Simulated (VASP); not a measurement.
# AlN (P3m1) in VASP: a series of runs, part 2 of 2

VASP 6.6.1.

### Step 3. Single point, r2SCAN

This run uses another cell than the first one, of 13.57 Å³/atom, 1.084 times its volume.

File POSCAR:

```
AlN
1.0
   -3.1110021516      0.0000000000      0.0000000000
   -1.5555010758     -2.6942068945      0.0000000000
    0.0000000000      0.0000000000     12.9560000000
Al N
4 4
Direct
    0.3333333333      0.3333333333      0.6944840228
    0.3333333333      0.3333333333      0.3102604971
    0.6666666667      0.6666666667      0.1181487342
    0.6666666667      0.6666666667      0.5023722600
    0.3333333333      0.3333333333      0.0739630287
    0.3333333333      0.3333333333      0.4581865545
    0.6666666667      0.6666666667      0.2660747916
    0.6666666667      0.6666666667      0.6502983174
```

File INCAR.step1:

```
PREC     = Accurate       # precision mode
ENCUT    = 520            # plane-wave cutoff, eV
ISMEAR   = 0              # smearing method
SIGMA    = 0.05           # smearing width, eV
LREAL    = False          # projectors in reciprocal space
LASPH    = True           # aspherical terms in the spheres
NELM     = 100            # most SCF steps
NBANDS   = 26             # bands
GGA      = PE             # functional
ALGO     = Normal         # electronic algorithm
EDIFF    = 1E-4           # SCF threshold, eV
LWAVE    = True           # write WAVECAR
LCHARG   = False          # write CHGCAR
```

File INCAR.step2:

```
PREC     = Accurate       # precision mode
ENCUT    = 520            # plane-wave cutoff, eV
EDIFF    = 1E-7           # SCF threshold, eV
ISMEAR   = 0              # smearing method
SIGMA    = 0.05           # smearing width, eV
LREAL    = False          # projectors in reciprocal space
LASPH    = True           # aspherical terms in the spheres
NELM     = 100            # most SCF steps
ALGO     = Normal         # electronic algorithm
ISIF     = 2              # what is computed and relaxed
LWAVE    = False          # write WAVECAR
LCHARG   = True           # write CHGCAR
METAGGA  = R2SCAN         # meta-GGA
LMIXTAU  = True         
LELF     = True           # ELF
LVHAR    = True         
NBANDS   = 26             # bands
ISTART   = 1
```

File KPOINTS:

```
regular mesh
0
Gamma
  8 8 3
```

Potentials or basis: VASP PAW PBE potentials, release 64 (Al, N).

On the command line:

```sh
> cat potpaw_PBE.64/Al/POTCAR potpaw_PBE.64/N/POTCAR > POTCAR
> cp INCAR.step1 INCAR
> mpirun -np 1 vasp_std > vasp.out
> cp INCAR.step2 INCAR
> mpirun -np 1 vasp_std > vasp.out
```

OUTCAR:

```text
PREC = Accurate
   ENCUT = 520
   EDIFF = 1E-7
   ISMEAR = 0
   LREAL = False
   LASPH = True
   NELM = 100
   ISIF = 2
   METAGGA = R2SCAN
   ISTART = 1

 ion  position               nearest neighbor table
   1  0.333  0.333  0.694-   8 1.89   8 1.89   8 1.89   4 3.07   4 3.07   4 3.07
   2  0.333  0.333  0.310-   7 1.89   7 1.89   7 1.89   6 1.92   4 3.07   3 3.07   4 3.07   3 3.07
                             4 3.07   3 3.07
   3  0.667  0.667  0.118-   5 1.89   5 1.89   5 1.89   7 1.92   2 3.07   2 3.07   2 3.07
   4  0.667  0.667  0.502-   6 1.89   6 1.89   6 1.89   8 1.92   1 3.07   1 3.07   1 3.07   2 3.07
                             2 3.07   2 3.07
   5  0.333  0.333  0.074-   3 1.89   3 1.89   3 1.89
   6  0.333  0.333  0.458-   4 1.89   4 1.89   4 1.89   2 1.92
   7  0.667  0.667  0.266-   2 1.89   2 1.89   2 1.89   3 1.92
   8  0.667  0.667  0.650-   1 1.89   1 1.89   1 1.89   4 1.92

  LATTYP: Found a hexagonal cell.
 ALAT       =     3.1110021516
 C/A-ratio  =     4.1645744261

  Lattice vectors:

 A1 = (   1.5555010758,   2.6942068945,   0.0000000000)
 A2 = (  -3.1110021516,   0.0000000000,   0.0000000000)
 A3 = (   0.0000000000,   0.0000000000,  12.9560000000)

Analysis of symmetry for initial positions (statically):
=====================================================================
 Subroutine PRICEL returns:
 Original cell was already a primitive cell.

 Routine SETGRP: Setting up the symmetry group for a
 hexagonal supercell.

 Subroutine GETGRP returns: Found  6 space group operations
 (whereof  6 operations were pure point group operations)
 out of a pool of 24 trial point group operations.

The static configuration has the point symmetry C_3v.

Analysis of symmetry for dynamics (positions and initial velocities):
=====================================================================
 Subroutine PRICEL returns:
 Original cell was already a primitive cell.

[... 136 lines left out ...]
   IMIX   =      4    mixing-type and parameters
     AMIX     =   0.40;   BMIX     =  1.00
     AMIX_MAG =   1.60;   BMIX_MAG =  1.00
  volume/ion in A,a.u.               =      13.57        91.60
  Fermi-wavevector in a.u.,A,eV,Ry     =   1.089408  2.058684 16.147542  1.186811
  Thomas-Fermi vector in A             =   2.225611
   LORBIT       =      0    0 simple, 1 ext, 2 COOP (PROOUT), +10 PAW based schemes
   METAGGA = R2SCAN    functional components
   LHFCALC =     F    Hartree Fock is set to
   AEXX    =    0.0000 exact exchange contribution
   IVDW    =     0    specifies the selected vdW correction
   LEPSILON=     F    determine dielectric tensor
   LRPA    =     F    only Hartree local field effects (RPA)
 non-spin polarized calculation
 Gauss-broadening in eV      SIGMA  =   0.05
  energy-cutoff  :      520.00
  volume of cell :      108.59
 maximum number of plane-waves:      2944
   NGX = 11   NGY = 11   NGZ = 49

 number of electron      31.9999997 magnetization

 Free energy of the ion-electron system (eV)
  ---------------------------------------------------
  ext. energy  EPLUGINS =         0.00000000
  ---------------------------------------------------
  free energy    TOTEN  =       -72.79254191 eV

  energy without entropy =      -72.78479863  energy(sigma->0) =      -72.78867027

 E-fermi :   4.7650     XC(G=0):  -9.7833

 val. band max:        4.7264008042   @ k =   0.2500   0.1250   0.3333
 cond. band min:       4.7774408027   @ k =   0.5000   0.2500   0.0000
 fundamental gap:      0.0510399985
 Fermi energy:         4.7649978811

 k-point     1 :       0.0000    0.0000    0.0000
  band No.  band energies     occupation
      1     -14.0136      2.00000
      2     -12.6333      2.00000
      3     -11.3233      2.00000
      4      -9.2000      2.00000
      5      -3.5259      2.00000
      6      -1.3013      2.00000
[... 685 lines left out ...]
     25      13.4998      0.00000
     26      14.0987      0.00000

 [... further k-points ...]
[... 5 lines left out ...]
  --------------------------------------------------------------------------------------
  -------------------------------------------------------------------------------------
  Total       -1.3817022     -1.3817022     -1.4184763      0.0000000      0.0000000      0.0000000
  in kB      -20.3855692    -20.3855692    -20.9281317      0.0000000      0.0000000      0.0000000
  external PRESSURE =     -20.5664234 kB  Pullay stress =       0.0000000 kB

 VOLUME and BASIS-vectors are now :
 -----------------------------------------------------------------------------
  energy-cutoff  :      520.00
  volume of cell :      108.59
      direct lattice vectors                 reciprocal lattice vectors
    -3.111002152  0.000000000  0.000000000    -0.321439829  0.185583372  0.000000000
    -1.555501076 -2.694206895  0.000000000     0.000000000 -0.371166744  0.000000000
     0.000000000  0.000000000 12.956000000     0.000000000  0.000000000  0.077184316

 POSITION                                       TOTAL-FORCE (eV/Angst)
 -----------------------------------------------------------------------------------
     -1.55550     -0.89807      8.99773        -0.000000     -0.000000     -0.288070
     -1.55550     -0.89807      4.01974        -0.000000      0.000000     -1.261392
     -3.11100     -1.79614      1.53074        -0.000000      0.000000     -2.275457
     -3.11100     -1.79614      6.50874         0.000000      0.000000     -1.311084
     -1.55550     -0.89807      0.95826         0.000000      0.000000      1.804284
     -1.55550     -0.89807      5.93627         0.000000     -0.000000      1.133929
     -3.11100     -1.79614      3.44726         0.000000      0.000000      1.289245
     -3.11100     -1.79614      8.42527         0.000000      0.000000      0.908546
 -----------------------------------------------------------------------------------
    total drift:                               -0.000000     -0.000000     -0.029959

  FREE ENERGIE OF THE ION-ELECTRON SYSTEM (eV)
  ---------------------------------------------------
  free  energy   TOTEN  =       -72.7925419061 eV

  energy  without entropy=      -72.7847986333  energy(sigma->0) =      -72.78867027
```

OUTCAR.step1:

```text
PREC = Accurate
   ENCUT = 520
   ISMEAR = 0
   LREAL = False
   LASPH = True
[... 941 lines left out ...]
     -1.55550     -0.89807      0.95826        -0.000000     -0.000000      1.407436
     -1.55550     -0.89807      5.93627        -0.000000     -0.000000      1.055922
     -3.11100     -1.79614      3.44726        -0.000000     -0.000000      1.215995
     -3.11100     -1.79614      8.42527        -0.000000     -0.000000      0.946861
 -----------------------------------------------------------------------------------
    total drift:                                0.000000      0.000000     -0.010079

  FREE ENERGIE OF THE ION-ELECTRON SYSTEM (eV)
  ---------------------------------------------------
  free  energy   TOTEN  =       -55.8744375559 eV

  energy  without entropy=      -55.8655288090  energy(sigma->0) =      -55.86998318
```

OSZICAR.step1:

```text
N       E                     dE             d eps       ncg     rms          rms(c)
DAV:   1     0.131523536936E+03    0.13152E+03   -0.14135E+04  1300   0.107E+03
DAV:   2    -0.541968404910E+02   -0.18572E+03   -0.17305E+03  1764   0.226E+02
DAV:   3    -0.681617235794E+02   -0.13965E+02   -0.13854E+02  1772   0.646E+01
DAV:   4    -0.684007875896E+02   -0.23906E+00   -0.23881E+00  1648   0.972E+00
DAV:   5    -0.684065430279E+02   -0.57554E-02   -0.57539E-02  1766   0.144E+00    0.178E+01
DAV:   6    -0.560293552809E+02    0.12377E+02   -0.34484E+01  1708   0.316E+01    0.637E+00
DAV:   7    -0.561343000880E+02   -0.10494E+00   -0.30067E+00  1728   0.937E+00    0.576E+00
DAV:   8    -0.562969683263E+02   -0.16267E+00   -0.74889E-01  1752   0.568E+00    0.431E+00
DAV:   9    -0.560518000158E+02    0.24517E+00   -0.19070E-01  1666   0.297E+00    0.275E+00
DAV:  10    -0.558991979056E+02    0.15260E+00   -0.89107E-02  1630   0.288E+00    0.113E+00
DAV:  11    -0.558786933709E+02    0.20505E-01   -0.31105E-02  1604   0.119E+00    0.695E-01
DAV:  12    -0.558734230936E+02    0.52703E-02   -0.52686E-03  1672   0.524E-01    0.207E-01
DAV:  13    -0.558750990023E+02   -0.16759E-02   -0.22849E-03  1568   0.328E-01    0.233E-01
DAV:  14    -0.558743952507E+02    0.70375E-03   -0.29305E-04  1616   0.147E-01    0.565E-02
DAV:  15    -0.558744375559E+02   -0.42305E-04   -0.10053E-04  1038   0.597E-02
   1 F= -.55874438E+02 E0= -.55869983E+02  d E =-.890875E-02
```

Wall time 6.2 min (1 thread of Intel Xeon Platinum 8259CL at 2.50GHz (Skylake/Cascade Lake), shared host); peak memory 0.25 GiB.

Results:

| Quantity | Value |
| --- | --- |
| Free energy | -72.7925 eV |
| Pressure | -2.1 GPa |
| Largest force | 2.275 eV/Å |
| Band gap on the k mesh | zero (band 16 reaches 4.85 eV, above the bottom of band 17 at 4.70 eV) |

Forces on the atoms (eV/Å):
```
Al   0.000  0.000 -0.288
Al   0.000  0.000 -1.261
Al   0.000  0.000 -2.275
Al   0.000  0.000 -1.311
N    0.000  0.000  1.804
N    0.000  0.000  1.134
N    0.000  0.000  1.289
N    0.000  0.000  0.909
```

Levels at points of the mesh, in eV from the Fermi level:
```csv
k point,band 12,band 13,band 14,band 15,band 16,band 17,band 18,band 19,band 20,band 21
"(0.00, 0.00, 0.00)",-1.75,-1.75,-0.87,-0.73,0.08,0.08,3.60,4.43,5.60,6.99
"(0.50, 0.00, 0.00)",-3.88,-2.65,-2.61,-0.70,-0.15,0.92,2.60,4.07,4.83,5.89
```

Caveat: the PAW data sets were made with another functional, which shifts forces and pressure a little.

### Step 4. Single point, r2SCAN

This run uses another cell than the first one, of 15.15 Å³/atom, 1.209 times its volume.

File POSCAR:

```
AlN
1.0
   -3.1110021516      0.0000000000      0.0000000000
   -1.5555010758     -2.6942068945      0.0000000000
    0.0000000000      0.0000000000     14.4560000000
Al N
4 4
Direct
    0.3333333333      0.3333333333      0.6224221776
    0.3333333333      0.3333333333      0.2780668926
    0.6666666667      0.6666666667      0.1058892501
    0.6666666667      0.6666666667      0.4502445351
    0.3333333333      0.3333333333      0.0662883924
    0.3333333333      0.3333333333      0.4106436774
    0.6666666667      0.6666666667      0.2384660349
    0.6666666667      0.6666666667      0.5828213199
```

File INCAR.step1:

```
PREC = Accurate ; ENCUT = 520
ISMEAR = 0 ; SIGMA = 0.05
LREAL = False ; LASPH = True
NELM = 80 ; NBANDS = 26
GGA = PE ; ALGO = Normal
EDIFF = 1E-4 ; LWAVE = True
LCHARG = False
```

File INCAR.step2:

```
PREC = Accurate ; ENCUT = 520
EDIFF = 1E-6 ; ISMEAR = 0
SIGMA = 0.05 ; LREAL = False
LASPH = True ; NELM = 80
ALGO = Normal ; ISIF = 2
LWAVE = False ; LCHARG = False
METAGGA = R2SCAN ; LMIXTAU = True
NBANDS = 26 ; ISTART = 1
```

File KPOINTS:

```
Automatic mesh
0
Gamma
  8 8 3
```

On the command line:

```sh
> cat potpaw_PBE.64/Al/POTCAR potpaw_PBE.64/N/POTCAR > POTCAR
> cp INCAR.step1 INCAR
> mpirun -np 1 vasp_std > vasp.out
> cp INCAR.step2 INCAR
> mpirun -np 1 vasp_std > vasp.out
```

It took 7.1 min on 1 thread of Intel Xeon Platinum 8259CL at 2.50GHz (Skylake/Cascade Lake), shared host; peak memory 0.27 GiB.

Results (log left out):

```yaml
Free_energy: -72.6880 eV
Pressure: -1.7 GPa
Largest_force: 2.277 eV/Å
Band_gap_on_the_k_mesh: zero (band 16 reaches 3.68 eV, above the bottom of band 17 at 3.41 eV)
```

Forces on the atoms (eV/Å):
```
Al   0.000  0.000 -0.308
Al   0.000  0.000 -1.133
Al   0.000  0.000 -2.277
Al   0.000  0.000 -1.224
N    0.000  0.000  1.974
N    0.000  0.000  1.041
N    0.000  0.000  1.179
N    0.000  0.000  0.747
```

Stress tensor (GPa, compression positive):
```
-1.97  0.00  0.00
 0.00 -1.97  0.00
 0.00  0.00 -1.07
```

Levels at points of the mesh, in eV from the Fermi level:
```csv
k point,band 12,band 13,band 14,band 15,band 16,band 17,band 18,band 19,band 20,band 21
"(0.00, 0.00, 0.00)",-1.69,-1.69,-0.99,-0.52,0.07,0.07,3.60,4.55,5.60,6.41
"(0.50, 0.00, 0.00)",-3.74,-2.60,-2.55,-0.70,-0.11,1.02,2.74,4.20,4.93,6.08
```

Caveat: the PAW data sets were made with another functional, which shifts forces and pressure a little.

### Step 5. Single point, r2SCAN

This run uses another cell than the first one, of 16.72 Å³/atom, 1.335 times its volume.

File POSCAR:

```
AlN
1.0
   -3.1110021516      0.0000000000      0.0000000000
   -1.5555010758     -2.6942068945      0.0000000000
    0.0000000000      0.0000000000     15.9560000000
Al N
4 4
Direct
    0.3333333333      0.3333333333      0.5639091878
    0.3333333333      0.3333333333      0.2519262346
    0.6666666667      0.6666666667      0.0959347581
    0.6666666667      0.6666666667      0.4079177112
    0.3333333333      0.3333333333      0.0600567185
    0.3333333333      0.3333333333      0.3720396716
    0.6666666667      0.6666666667      0.2160481950
    0.6666666667      0.6666666667      0.5280311482
```

File INCAR.step1:

```
PREC = Accurate ; ENCUT = 520
ISMEAR = 0 ; SIGMA = 0.05
LREAL = F ; LASPH = T
NELM = 60 ; NBANDS = 26
GGA = PE ; ALGO = Normal
EDIFF = 1E-4 ; LWAVE = T
LCHARG = F
```

File INCAR.step2:

```
PREC = Accurate ; ENCUT = 520
EDIFF = 1E-7 ; ISMEAR = 0
SIGMA = 0.05 ; LREAL = F
LASPH = T ; NELM = 60
ALGO = Normal ; ISIF = 2
LWAVE = F ; LCHARG = F
METAGGA = R2SCAN ; LMIXTAU = T
NBANDS = 26 ; ISTART = 1
```

File KPOINTS:

```
regular mesh
0
Gamma
  8 8 3
```

Potentials or basis: VASP PAW PBE potentials, release 64 (Al, N).

On the command line:

```sh
> cat potpaw_PBE.64/Al/POTCAR potpaw_PBE.64/N/POTCAR > POTCAR
> cp INCAR.step1 INCAR
> mpirun -np 1 vasp_std > vasp.out
> cp INCAR.step2 INCAR
> mpirun -np 1 vasp_std > vasp.out
```

OUTCAR:

```text
PREC = Accurate
   ENCUT = 520
   EDIFF = 1E-7
   ISMEAR = 0
   LREAL = F
   LASPH = T
   NELM = 60
   ISIF = 2
   METAGGA = R2SCAN
   ISTART = 1

 ion  position               nearest neighbor table
   1  0.333  0.333  0.564-   8 1.89   8 1.89   8 1.89   4 3.07   4 3.07   4 3.07
   2  0.333  0.333  0.252-   7 1.89   7 1.89   7 1.89   6 1.92   3 3.07   3 3.07   3 3.07   4 3.07
                             4 3.07   4 3.07
   3  0.667  0.667  0.096-   5 1.89   5 1.89   5 1.89   7 1.92   2 3.07   2 3.07   2 3.07
   4  0.667  0.667  0.408-   6 1.89   6 1.89   6 1.89   8 1.92   2 3.07   1 3.07   1 3.07   2 3.07
                             1 3.07   2 3.07
   5  0.333  0.333  0.060-   3 1.89   3 1.89   3 1.89
   6  0.333  0.333  0.372-   4 1.89   4 1.89   4 1.89   2 1.92
   7  0.667  0.667  0.216-   2 1.89   2 1.89   2 1.89   3 1.92
   8  0.667  0.667  0.528-   1 1.89   1 1.89   1 1.89   4 1.92

  LATTYP: Found a hexagonal cell.
 ALAT       =     3.1110021516
 C/A-ratio  =     5.1288939134

  Lattice vectors:

 A1 = (   1.5555010758,   2.6942068945,   0.0000000000)
 A2 = (  -3.1110021516,   0.0000000000,   0.0000000000)
 A3 = (   0.0000000000,   0.0000000000,  15.9560000000)

Analysis of symmetry for initial positions (statically):
[... 185 lines left out ...]

 val. band max:        2.6335713786   @ k =   0.5000   0.1250   0.3333
 cond. band min:       2.7058982998   @ k =   0.5000   0.2500   0.0000
 fundamental gap:      0.0723269212
 Fermi energy:         2.6499159994

 k-point     1 :       0.0000    0.0000    0.0000
  band No.  band energies     occupation
      1     -15.8742      2.00000
      2     -14.5882      2.00000
      3     -13.3712      2.00000
      4     -11.3200      2.00000
      5      -5.4296      2.00000
      6      -3.3015      2.00000
[... 685 lines left out ...]
     25      11.5007      0.00000
     26      11.8202      0.00000

 [... further k-points ...]
[... 5 lines left out ...]
  --------------------------------------------------------------------------------------
  -------------------------------------------------------------------------------------
  Total       -1.4877053     -1.4877053     -0.7544517      0.0000000      0.0000000      0.0000000
  in kB      -17.8226471    -17.8226471     -9.0383002      0.0000000      0.0000000      0.0000000
  external PRESSURE =     -14.8945315 kB  Pullay stress =       0.0000000 kB

 VOLUME and BASIS-vectors are now :
 -----------------------------------------------------------------------------
  energy-cutoff  :      520.00
  volume of cell :      133.74
      direct lattice vectors                 reciprocal lattice vectors
    -3.111002152  0.000000000  0.000000000    -0.321439829  0.185583372  0.000000000
    -1.555501076 -2.694206895  0.000000000     0.000000000 -0.371166744  0.000000000
     0.000000000  0.000000000 15.956000000     0.000000000  0.000000000  0.062672349

 POSITION                                       TOTAL-FORCE (eV/Angst)
 -----------------------------------------------------------------------------------
     -1.55550     -0.89807      8.99774         0.000000      0.000000     -0.289223
     -1.55550     -0.89807      4.01973        -0.000000     -0.000000     -1.121272
     -3.11100     -1.79614      1.53074         0.000000      0.000000     -2.311177
     -3.11100     -1.79614      6.50873        -0.000000     -0.000000     -1.185835
     -1.55550     -0.89807      0.95827         0.000000      0.000000      2.041039
     -1.55550     -0.89807      5.93627         0.000000      0.000000      1.004570
     -3.11100     -1.79614      3.44726        -0.000000      0.000000      1.154754
     -3.11100     -1.79614      8.42527         0.000000      0.000000      0.707145
 -----------------------------------------------------------------------------------
    total drift:                                0.000001      0.000001      0.013778

  FREE ENERGIE OF THE ION-ELECTRON SYSTEM (eV)
  ---------------------------------------------------
  free  energy   TOTEN  =       -72.6621193704 eV

  energy  without entropy=      -72.6537215099  energy(sigma->0) =      -72.65792044
```

Run time: 11 min. Hardware: 1 thread of Intel Xeon Platinum 8259CL at 2.50GHz (Skylake/Cascade Lake), shared host; peak memory 0.3 GiB.

Results:

- Free energy: -72.6621 eV
- Pressure: -1.5 GPa
- Largest force: 2.311 eV/Å
- Band gap on the k mesh: zero (band 16 reaches 2.76 eV, above the bottom of band 17 at 2.48 eV)

Forces on the atoms (eV/Å):
```
Al   0.000  0.000 -0.289
Al   0.000  0.000 -1.121
Al   0.000  0.000 -2.311
Al   0.000  0.000 -1.186
N    0.000  0.000  2.041
N    0.000  0.000  1.005
N    0.000  0.000  1.155
N    0.000  0.000  0.707
```

Caveat: the PAW data sets were made with another functional, which shifts forces and pressure a little.

### Step 6. Overview

| cell | gap on the mesh (eV) | pressure (GPa) | largest force (eV/Å) |
| --- | --- | --- | --- |
| a = 3.111, b = 3.111, c = 11.956 Å, angles 90.0, 90.0, 60.0°, 8 atoms | none | -3.3 | 2.47 |
| a = 3.111, b = 3.111, c = 12.956 Å, angles 90.0, 90.0, 60.0°, 8 atoms | none | -2.1 | 2.28 |
| a = 3.111, b = 3.111, c = 14.456 Å, angles 90.0, 90.0, 60.0°, 8 atoms | none | -1.7 | 2.28 |
| a = 3.111, b = 3.111, c = 15.956 Å, angles 90.0, 90.0, 60.0°, 8 atoms | none | -1.5 | 2.31 |

Alike in all rows: task single point; level r2SCAN; potentials or basis VASP PAW PBE potentials, release 64 (Al, N); no spin polarisation; k mesh 8 × 8 × 3; cutoff (eV) 520; smearing gaussian 0.05 eV.

Caveats: the PAW data sets were made with another functional, which shifts forces and pressure a little.

Total energies depend on the potentials used, so only differences within one code and one set of settings carry meaning.
